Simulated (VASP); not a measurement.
Lu3Al, 4 atoms in the cell. Symmetry: Pm-3m, No. 221, cubic system. The conventional cell has a = 4.747 Å, b = 4.747 Å, c = 4.747 Å, α = 90.00°, β = 90.00°, γ = 90.00°. Lu (site symmetry 4/mmm) has 8 Lu at 3.36 Å and 4 Al at 3.36 Å within 4.4 Å. Al (site symmetry m-3m) has 12 Lu at 3.36 Å within 4.4 Å. 

| Quantity | Value |
| --- | --- |
| Program | VASP 6.6.1 |
| Task | single point |
| Functional | LDA |
| Potentials or basis | VASP PAW PBE potentials, release 64 (Lu, Al) |
| Cutoff | 520 eV |
| k mesh | 5 × 5 × 5 |
| Occupations | methfessel-paxton, width 0.1 eV |
| Spin | no spin polarisation |
| Dipole correction | no |
| Further INCAR settings | ALGO = Normal; EDIFF = 1e-07; NBANDS = 47 |

Potentials or basis: VASP PAW PBE potentials, release 64 (Lu, Al).

Command:

```console
$ cat potpaw_PBE.64/Lu/POTCAR potpaw_PBE.64/Al/POTCAR > POTCAR
$ mpirun -np 1 vasp_std > vasp.out
```

Hardware: 1 thread of Intel Xeon 8259CL, on a shared host.

Problem. How long does it take, and how much memory?

Solution. Run time: 67 s on 1 thread of Intel Xeon 8259CL, on a shared host, peak memory 0.19 GiB. Counts: scf iterations 14, k points 10.
